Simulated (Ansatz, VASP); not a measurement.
**One calculation of Ti5C, two programs**

File INCAR:

```
PREC     = Accurate       # precision mode
ENCUT    = 600            # plane-wave cutoff, eV
EDIFF    = 1E-7           # SCF threshold, eV
ISMEAR   = 0              # smearing method
SIGMA    = 0.1            # smearing width, eV
LREAL    = F              # projectors in reciprocal space
LASPH    = T              # aspherical terms in the spheres
NELM     = 60             # most SCF steps
ALGO     = Normal         # electronic algorithm
ISIF     = 3              # what is computed and relaxed
LWAVE    = F              # write WAVECAR
LCHARG   = F              # write CHGCAR
GGA      = PE             # functional
IBRION   = 2              # ionic algorithm
NSW      = 90             # ionic steps
EDIFFG   = -0.04          # ionic threshold
```

File KPOINTS:

```
Automatic mesh
0
Gamma
  4 4 4
```

POSCAR

```
Ti5C
1.0
    0.0000000000      3.5622118700      3.5622118700
    3.5622118700      0.0000000000      3.5622118700
    3.5622118700      3.5622118700      0.0000000000
Ti C
5 1
Direct
    0.6021580300      0.6021580300      0.6021580300
    0.6021580300      0.6021580300      0.1935259200
    0.6021580300      0.1935259200      0.6021580300
    0.1935259200      0.6021580300      0.6021580300
    0.2500000000      0.2500000000      0.2500000000
    0.0000000000      0.0000000000      0.0000000000
```

Input for Ansatz:

```yaml
crystal:
  lattice:
    - [0.0, 3.56221187, 3.56221187]
    - [3.56221187, 0.0, 3.56221187]
    - [3.56221187, 3.56221187, 0.0]
  atoms:
    - { symbol: Ti, position: [0.60215803, 0.60215803, 0.60215803] }
    - { symbol: Ti, position: [0.60215803, 0.60215803, 0.19352592] }
    - { symbol: Ti, position: [0.60215803, 0.19352592, 0.60215803] }
    - { symbol: Ti, position: [0.19352592, 0.60215803, 0.60215803] }
    - { symbol: Ti, position: [0.25, 0.25, 0.25] }
    - { symbol: C, position: [0.0, 0.0, 0.0] }
basis:
  ecutwfc: 420
kpoints:
  mp_grid: { grid: [4, 4, 4] }
hamiltonian:
  xc: pbe
scf:
  occupations: { method: gaussian, width: 0.1 }
  lower_state_search: "off"
output:
  forces: true
  stress: true
  eigenvalues: true
relax:
  adjacent_minimum: "off"
  f_tol: 0.04
  max_steps: 70
  cell: { stress_tol: 0.4 }
```

Alike in both runs: task relaxation of cell and atoms; functional PBE; k mesh 4 × 4 × 4; occupations gaussian, width 0.1 eV; no spin polarisation.

|  | VASP | Ansatz |
| --- | --- | --- |
| version | VASP 6.6.1 | Ansatz 0.2.0 |
| potentials or method | VASP PAW PBE potentials, release 64 (Ti_sv, C), cutoff 600 eV | scalar-relativistic, plane waves, PAW |
| valence electrons in the cell | 64 | 64 |

```csv
,VASP,Ansatz,Ansatz less VASP
"gap on the k mesh at the Fermi level, each at its own relaxed structure (eV)",none,none,-
relaxed volume (Å³/atom),15.86,15.85,-0.012
relaxed cell length with the largest relative difference (Å),5.124,5.123,-0.0013
```

A gap of «none» marks a metal or a gap that the smearing closes.

The k mesh is coarse, so the values compare programs but aren't converged.
